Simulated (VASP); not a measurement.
# SnTe (Fm-3m) in VASP: a series of runs, part 2 of 2

VASP 6.6.1. Earlier steps stand in the parts before.

**3. Single point, LDA**

This run uses another cell than the first one, of 30.31 Å³/atom.

INCAR reads:

```
SYSTEM = SnTe
PREC     = Accurate       ! precision mode
ENCUT    = 500            ! plane-wave cutoff, eV
EDIFF    = 1E-6           ! SCF threshold, eV
ISMEAR   = 0              ! smearing method
SIGMA    = 0.01           ! smearing width, eV
LREAL    = .False.        ! projectors in reciprocal space
LASPH    = .True.         ! aspherical terms in the spheres
NELM     = 120            ! most SCF steps
ALGO     = Normal         ! electronic algorithm
ISIF     = 2              ! what is computed and relaxed
LWAVE    = .False.        ! write WAVECAR
LCHARG   = .False.        ! write CHGCAR
GGA      = CA             ! functional
NBANDS   = 17             ! bands
GGA_COMPAT= .False.
```

KPOINTS reads:

```
regular mesh
0
Gamma
  10 10 10
  0 0 0
```

POSCAR reads:

```
SnTe
1.0
    0.0000000000      3.1177614834      3.1177614834
    3.1177614834      0.0000000000      3.1177614834
    3.1177614834      3.1177614834      0.0000000000
Sn Te
1 1
Direct
    0.0000000000      0.0000000000      0.0000000000
    0.5000000000      0.5000000000      0.5000000000
```

Potentials or basis: VASP PAW LDA potentials, release 64 (Sn_d, Te).

Launch:

```bash
> cat potpaw_LDA.64/Sn_d/POTCAR potpaw_LDA.64/Te/POTCAR > POTCAR
> mpirun -np 1 vasp_std > vasp.out
```

OUTCAR:

```text
SYSTEM = SnTe
   PREC = Accurate
   ENCUT = 500
   EDIFF = 1E-6
   ISMEAR = 0
   LREAL = .False.
   LASPH = .True.
   NELM = 120
   ISIF = 2
   GGA = CA

 ion  position               nearest neighbor table
   1  0.000  0.000  0.000-   2 3.12   2 3.12   2 3.12   2 3.12   2 3.12   2 3.12
   2  0.500  0.500  0.500-   1 3.12   1 3.12   1 3.12   1 3.12   1 3.12   1 3.12

  LATTYP: Found a face centered cubic cell.
 ALAT       =     6.2355229668

  Lattice vectors:

 A1 = (   0.0000000000,   3.1177614834,   3.1177614834)
 A2 = (   3.1177614834,   0.0000000000,   3.1177614834)
 A3 = (   3.1177614834,   3.1177614834,   0.0000000000)

Analysis of symmetry for initial positions (statically):
=====================================================================
 Subroutine PRICEL returns:
 Original cell was already a primitive cell.

 Routine SETGRP: Setting up the symmetry group for a
 face centered cubic supercell.

 Subroutine GETGRP returns: Found 48 space group operations
 (whereof 48 operations were pure point group operations)
 out of a pool of 48 trial point group operations.

The static configuration has the point symmetry O_h .

Analysis of symmetry for dynamics (positions and initial velocities):
=====================================================================
 Subroutine PRICEL returns:
 Original cell was already a primitive cell.

 Routine SETGRP: Setting up the symmetry group for a
 face centered cubic supercell.

 Subroutine GETGRP returns: Found 48 space group operations
 (whereof 48 operations were pure point group operations)
 out of a pool of 48 trial point group operations.

The dynamic configuration has the point symmetry O_h .

 Subroutine INISYM returns: Found 48 space group operations
 (whereof 48 operations are pure point group operations),
 and found     1 'primitive' translations

----------------------------------------------------------------------------------------

                                     Primitive cell

  volume of cell :      60.6120

  direct lattice vectors                    reciprocal lattice vectors
     0.000000000  3.117761483  3.117761483    -0.160371473  0.160371473  0.160371473
     3.117761483  0.000000000  3.117761483     0.160371473 -0.160371473  0.160371473
     3.117761483  3.117761483  0.000000000     0.160371473  0.160371473 -0.160371473

  length of vectors
     4.409180574  4.409180574  4.409180574     0.277771538  0.277771538  0.277771538

  position of ions in fractional coordinates (direct lattice)
     0.000000000  0.000000000  0.000000000
     0.500000000  0.500000000  0.500000000

  ion indices of the primitive-cell ions
   primitive index   ion index
                 1           1
                 2           2

----------------------------------------------------------------------------------------

 KPOINTS: regular mesh

Automatic generation of k-mesh.
 Grid dimensions read from file:
 generate k-points for:   10   10   10

 Generating k-lattice:

  Cartesian coordinates                     Fractional coordinates (reciprocal lattice)
    -0.016037147  0.016037147  0.016037147     0.100000000  0.000000000  0.000000000
     0.016037147 -0.016037147  0.016037147     0.000000000  0.100000000  0.000000000
     0.016037147  0.016037147 -0.016037147     0.000000000  0.000000000  0.100000000

  Length of vectors
     0.027777154  0.027777154  0.027777154

  Shift w.r.t. Gamma in fractional coordinates (k-lattice)
     0.000000000  0.000000000  0.000000000

 Subroutine IBZKPT returns following result:
 ===========================================

 Found     47 irreducible k-points:

 Following reciprocal coordinates:
            Coordinates               Weight
  0.000000  0.000000  0.000000      1.000000
  0.100000  0.000000  0.000000      8.000000
  0.200000  0.000000  0.000000      8.000000
  0.300000  0.000000  0.000000      8.000000
  0.400000  0.000000  0.000000      8.000000
  0.500000  0.000000  0.000000      4.000000
[... 16 lines left out ...]
  0.300000  0.300000  0.000000      6.000000
  0.400000  0.300000  0.000000     24.000000
 [... further k-points ...]
   k-points           NKPTS =     47   k-points in BZ     NKDIM =     47   number of bands    NBANDS=     17
   number of dos      NEDOS =    301   number of ions     NIONS =      2
   total plane-waves  NPLWV =  32768
   dimension x,y,z NGX =    32 NGY =   32 NGZ =   32
   dimension x,y,z NGXF=    64 NGYF=   64 NGZF=   64
   ions per type =               1   1
   NGX,Y,Z   is equivalent  to a cutoff of  12.07, 12.07, 12.07 a.u.
   NGXF,Y,Z  is equivalent  to a cutoff of  24.13, 24.13, 24.13 a.u.
 SYSTEM =  SnTe
   PREC   = accura    normal or accurate (medium, high low for compatibility)
   ISTART =      0    job   : 0-new  1-cont  2-samecut
   ICHARG =      2    charge: 1-file 2-atom 10-const
   ISPIN  =      1    spin polarized calculation?
   LNONCOLLINEAR =      F non collinear calculations
   LSORBIT =      F    spin-orbit coupling
   LASPH  =      T    aspherical Exc in radial PAW
   ENCUT  =  500.0 eV  36.75 Ry    6.06 a.u.   8.04  8.04  8.04*2*pi/ulx,y,z
   NELM   =    120;   NELMIN=  2; NELMDL= -5     # of ELM steps
   EDIFF  = 0.1E-05   stopping-criterion for ELM
   LREAL  =      F    real-space projection
   EDIFFG = 0.1E-04   stopping-criterion for IOM
   NSW    =      0    number of steps for IOM
   IBRION =     -1    ionic relax: 0-MD 1-quasi-New 2-CG
   NFREE  =      0    steps in history (QN), initial steepest desc. (CG)
   ISIF   =      2    stress and relaxation
   ISYM   =      2    0-nonsym 1-usesym 2-fastsym
   POTIM  = 0.5000    time-step for ionic-motion
   TEBEG  =    0.0;   TEEND  =   0.0 temperature during run
   PSTRESS=    0.0 pullay stress
   NELECT =      20.0000    total number of electrons
   NUPDOWN=      -1.0000    fix difference up-down
   EMIN   =  10.00;   EMAX   =-10.00  energy-range for DOS
   EFERMI =   0.00;   METHOD = LEGACY
   ISMEAR =     0;   SIGMA  =   0.01  broadening in eV -4-tet -1-fermi 0-gaus
   EFERMI_NEDOS =   21; number of points for ismear=-14 and -15
   IALGO  =     38    algorithm
   IMIX   =      4    mixing-type and parameters
     AMIX     =   0.40;   BMIX     =  1.00
     AMIX_MAG =   1.60;   BMIX_MAG =  1.00
  volume/ion in A,a.u.               =      30.31       204.52
  Fermi-wavevector in a.u.,A,eV,Ry     =   1.131267  2.137785 17.412273  1.279766
  Thomas-Fermi vector in A             =   2.267966
   LORBIT       =      0    0 simple, 1 ext, 2 COOP (PROOUT), +10 PAW based schemes
   GGA     = CA    functional components
   LHFCALC =     F    Hartree Fock is set to
   AEXX    =    0.0000 exact exchange contribution
   IVDW    =     0    specifies the selected vdW correction
   LEPSILON=     F    determine dielectric tensor
   LRPA    =     F    only Hartree local field effects (RPA)
 non-spin polarized calculation
 Gauss-broadening in eV      SIGMA  =   0.01
  energy-cutoff  :      500.00
  volume of cell :       60.61
 maximum number of plane-waves:      1572
   NGX = 17   NGY = 17   NGZ = 17

 number of electron      20.0000007 magnetization

 Free energy of the ion-electron system (eV)
  ---------------------------------------------------
  ext. energy  EPLUGINS =         0.00000000
  ---------------------------------------------------
  free energy    TOTEN  =        -8.83240053 eV

  energy without entropy =       -8.83240053  energy(sigma->0) =       -8.83240053

 E-fermi :   7.1947     XC(G=0):  -9.8783

 val. band max:        7.0724947500   @ k =   0.5000   0.0000   0.0000
 cond. band min:       7.2835529589   @ k =   0.5000   0.0000   0.0000
 fundamental gap:      0.2110582089
 Fermi energy:         7.1947477654

 k-point     1 :       0.0000    0.0000    0.0000
  band No.  band energies     occupation
      1     -14.6656      2.00000
      2     -14.6656      2.00000
      3     -14.6545      2.00000
      4     -14.6545      2.00000
      5     -14.6545      2.00000
      6      -5.9146      2.00000
[... 9 lines left out ...]
     16      11.8636      0.00000
     17      13.8217      0.00000
[... 441 lines left out ...]
 k-point    24 :       0.4000    0.3000    0.0000
  band No.  band energies     occupation
      1     -14.6813      2.00000
      2     -14.6621      2.00000
      3     -14.6575      2.00000
      4     -14.6450      2.00000
      5     -14.6446      2.00000
      6      -4.6509      2.00000
[... 9 lines left out ...]
     16      16.4464      0.00000
     17      16.8440      0.00000

 [... further k-points ...]

------------------------ aborting loop because EDIFF is reached ----------------------------------------

  FORCE on cell =-STRESS in cart. coord.  units (eV):
  Direction    XX          YY          ZZ          XY          YZ          ZX
  --------------------------------------------------------------------------------------
  -------------------------------------------------------------------------------------
  Total        0.0145087      0.0145087      0.0145087      0.0000000      0.0000000     -0.0000000
  in kB        0.3835144      0.3835144      0.3835144      0.0000000      0.0000000     -0.0000000
  external PRESSURE =       0.3835144 kB  Pullay stress =       0.0000000 kB

 VOLUME and BASIS-vectors are now :
 -----------------------------------------------------------------------------
  energy-cutoff  :      500.00
  volume of cell :       60.61
      direct lattice vectors                 reciprocal lattice vectors
     0.000000000  3.117761483  3.117761483    -0.160371473  0.160371473  0.160371473
     3.117761483  0.000000000  3.117761483     0.160371473 -0.160371473  0.160371473
     3.117761483  3.117761483  0.000000000     0.160371473  0.160371473 -0.160371473

 POSITION                                       TOTAL-FORCE (eV/Angst)
 -----------------------------------------------------------------------------------
      0.00000      0.00000      0.00000        -0.000000      0.000000      0.000000
      3.11776      3.11776      3.11776         0.000000     -0.000000     -0.000000
 -----------------------------------------------------------------------------------
    total drift:                                0.000000     -0.000000     -0.000000

  FREE ENERGIE OF THE ION-ELECTRON SYSTEM (eV)
  ---------------------------------------------------
  free  energy   TOTEN  =        -8.8324005260 eV

  energy  without entropy=       -8.8324005260  energy(sigma->0) =       -8.83240053
```

It took 61 s on 1 thread of AMD EPYC 7R13, shared host; peak memory 0.15 GiB.

Results:

| Quantity | Value |
| --- | --- |
| Free energy | -8.8324 eV |
| Pressure | 0.0 GPa |
| Band gap on the k mesh | 0.21 eV |

Levels at points of the mesh, in eV from the valence-band top:
| k point | band 6 | band 7 | band 8 | band 9 | band 10 | band 11 | band 12 | band 13 | band 14 | band 15 |
| --- | --- | --- | --- | --- | --- | --- | --- | --- | --- | --- |
| (0.00, 0.00, 0.00) | -12.99 | -4.59 | -2.14 | -2.14 | -2.14 | 3.42 | 3.42 | 3.42 | 4.79 | 4.79 |
| (0.50, 0.00, 0.00) | -11.62 | -8.48 | -1.78 | -1.78 | 0.00 | 0.21 | 0.36 | 0.36 | 7.88 | 8.89 |
| (0.50, 0.50, 0.00) | -11.29 | -6.51 | -5.72 | -3.81 | -3.81 | 2.12 | 5.08 | 5.08 | 6.61 | 9.19 |

Caveat: spin-orbit coupling is left out, which moves the levels of the heavy elements. A k mesh can miss the band edges.
